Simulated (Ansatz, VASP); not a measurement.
**One calculation of Ca3As, two programs**

```xyz
4
Lattice="6.4062 0.0000 0.0000 -3.2031 5.5479 0.0000 0.0000 0.0000 3.3147" Properties=species:S:1:pos:R:3 pbc="T T T"
Ca    3.2031    0.0000    0.0000
Ca   -1.6016    2.7740    0.0000
Ca    1.6016    2.7740    0.0000
As    0.0000    0.0000    1.6574
```

Alike in both runs: functional PBE; k mesh 6 × 6 × 4; occupations gaussian, width 0.1 eV; no spin polarisation.

Ansatz relaxed the structure, and its values are those at the end. VASP's run is a single point on that final structure, the one shown.

|  | VASP | Ansatz |
| --- | --- | --- |
| version | VASP 6.6.1 | Ansatz 0.2.0 |
| potentials or method | VASP PAW PBE potentials, release 64 (Ca_sv, As), cutoff 520 eV | scalar-relativistic, plane waves, PAW |
| valence electrons in the cell | 35 | 45 |

|  | VASP | Ansatz | Ansatz less VASP |
| --- | --- | --- | --- |
| gap on the k mesh at the Fermi level (eV) | none | none | - |
| pressure (GPa) | 0.0 | 0.0 | -0.05 |

A gap of «none» marks a metal or a gap that the smearing closes. With one functional, cell and mesh, what is left measures potentials, basis and numerics. VASP's potentials hold 35 valence electrons a cell and Ansatz's 45, so a difference there can come from the potentials and not from the codes.

The k mesh is coarse, so the values compare programs but aren't converged.
